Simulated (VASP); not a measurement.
Input of a VASP 6.6.1 run:

INCAR

```
SYSTEM = BAs
ALGO     = Normal         ! electronic algorithm
EDIFF    = 1E-6           ! SCF threshold, eV
ENCUT    = 500            ! plane-wave cutoff, eV
GGA      = PE             ! functional
GGA_COMPAT= .FALSE.      
ISIF     = 2              ! what is computed and relaxed
ISMEAR   = 0              ! smearing method
LASPH    = .TRUE.         ! aspherical terms in the spheres
LCHARG   = .FALSE.        ! write CHGCAR
LREAL    = .FALSE.        ! projectors in reciprocal space
LWAVE    = .FALSE.        ! write WAVECAR
NBANDS   = 16             ! bands
NELM     = 120            ! most SCF steps
PREC     = Accurate       ! precision mode
SIGMA    = 0.2            ! smearing width, eV
```

KPOINTS

```
k-points
0
G
  7 4 5
  0 0 0
```

POSCAR

```
BAs
1.0
    2.8650027242      0.0000000000      0.0000000000
    0.0000000000      4.4629386776      0.0000000000
    0.0000000000      0.0000000000      4.1848466332
B As
2 2
Direct
    0.0000000000      0.5000000000      1.0003519644
    0.5000000000      0.0000000000     -0.0003519644
    0.0000000000      0.5000000000      0.5002763995
    0.5000000000      0.0000000000      0.4997236005
```

Potentials or basis: VASP PAW PBE potentials, release 64 (B, As).

Run with:

```bash
$ cat potpaw_PBE.64/B/POTCAR potpaw_PBE.64/As/POTCAR > POTCAR
$ mpirun -np 1 vasp_std > vasp.out
```

Problem. What does it give for the largest force?

Solution. 0.012 eV/Å.

Problem. Predict the pressure.

Solution. 0.1 GPa.

Problem. Estimate the band gap on the k mesh.

Solution. Zero (band 8 reaches 8.22 eV, above the bottom of band 9 at 4.89 eV).

Forces in eV/Å, atoms in the order of the input:
```
B    0.000  0.000 -0.012
B    0.000  0.000  0.012
As   0.000  0.000  0.000
As   0.000  0.000  0.000
```
